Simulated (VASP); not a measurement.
Set up this calculation in VASP 6.6.1, as the native input.

```
Task                   : single point
Functional             : PBE
Potentials or basis    : VASP PAW PBE potentials, release 64 (Ti_sv, C)
Cutoff                 : 600 eV
k mesh                 : 5 × 5 × 5
Occupations            : gaussian, width 0.2 eV
Spin                   : no spin polarisation
Dipole correction      : no
Further INCAR settings : ALGO = Normal; EDIFF = 1e-06; NBANDS = 20
```

The structure of TiC3 lies in POSCAR:

```
TiC3
1.0
    3.9331239334      0.0000000000      0.0000000000
    0.0000000000      3.9331239334      0.0000000000
    0.0000000000      0.0000000000      4.6896733600
Ti C
1 3
Direct
    0.0000000000      0.0000000000      0.5000000000
    0.5000000000      0.5000000000      0.5000000000
    0.0000000000      0.5000000000      0.5000000000
    0.5000000000      0.0000000000      0.5000000000
```

The cell was generated, and may not be a known phase.

The input as run:

INCAR

```
SYSTEM = TiC3
PREC = Accurate
ENCUT = 600
EDIFF = 1E-6
ISMEAR = 0
SIGMA = 0.2
LREAL = .False.
LASPH = .True.
NELM = 120
ALGO = Normal
ISIF = 2
LWAVE = .False.
LCHARG = .True.
GGA = PE
LELF = .True.
LVHAR = .True.
NBANDS = 20
GGA_COMPAT = .False.
```

KPOINTS

```
regular mesh
0
Gamma
  5 5 5
  0 0 0
```

Potentials or basis: VASP PAW PBE potentials, release 64 (Ti_sv, C).

Command:

```sh
$ cat potpaw_PBE.64/Ti_sv/POTCAR potpaw_PBE.64/C/POTCAR > POTCAR
$ mpirun -np 1 vasp_std > vasp.out
```

It gave:

```json
{
 "Pressure": "-0.3 GPa",
 "Band gap on the k mesh": "zero (bands 12 and 13 overlap by 1.18 eV)"
}
```

Wall time 61 s on 1 thread of Intel Xeon 8259CL, with other jobs on the host, peak memory 0.2 GiB.
